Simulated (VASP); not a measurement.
La2O3:

```
La O
1.0
     6.26678    0.00000    0.00000
    -3.13339    5.42719    0.00000
     0.00000    0.00000    3.29977
La O
2 3
Direct
  0.33333 0.66667 0.50000
  0.66667 0.33333 0.50000
  0.49199 0.49199 0.00000
  0.00000 0.50801 0.00000
  0.50801 0.00000 0.00000
```

Program: VASP 6.6.1. Alike in all runs: task single point; no spin polarisation; cell as given; k mesh 6 × 6 × 6; cutoff (eV) 520; smearing gaussian 0.01 eV.

Order these runs on this cell by their pressure, lowest first.
A. level LDA; potentials or basis VASP PAW LDA potentials, release 64 (La, O)
B. level PBEsol; potentials or basis VASP PAW PBE potentials, release 64 (La, O)
C. level r2SCAN; potentials or basis VASP PAW PBE potentials, release 64 (La, O)

A (-3.3 GPa), B (-1.2 GPa), C (0.9 GPa).

Caveats: the PAW data sets were made with another functional, which shifts forces and pressure a little (at least some runs); the cell stands under tension (at least some runs).
